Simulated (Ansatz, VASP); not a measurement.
## PbS in VASP and in Ansatz

```xyz
2
Lattice="0.0000 2.4614 2.4614 2.4614 0.0000 2.4614 2.4614 2.4614 0.0000" Properties=species:S:1:pos:R:3 pbc="T T T"
Pb    0.0000    0.0000    0.0000
S     2.4614    2.4614    2.4614
```

Change from the starting cell: volume scaled by 0.55, crystal datasets.

Alike in both runs: task single point; functional PBE; k mesh 14 × 14 × 14; occupations fermi-dirac, width 0.1 eV; no spin polarisation.

|  | VASP | Ansatz |
| --- | --- | --- |
| version | VASP 6.6.1 | Ansatz 0.2.0 |
| potentials or method | VASP PAW PBE potentials, release 64 (Pb_d, S), cutoff 520 eV | all-electron PAW with datasets made for the crystal, scalar-relativistic |

```tsv
	VASP	Ansatz	Ansatz less VASP
pressure (GPa)	107.3	107.5	+0.17
```

Both programs put the cell under a high pressure, so it lies far from rest at this level. Ansatz ran all-electron here, and VASP with PAW potentials.

Spin-orbit coupling is off throughout. Noted on VASP's run: the cell as given lies far from equilibrium.
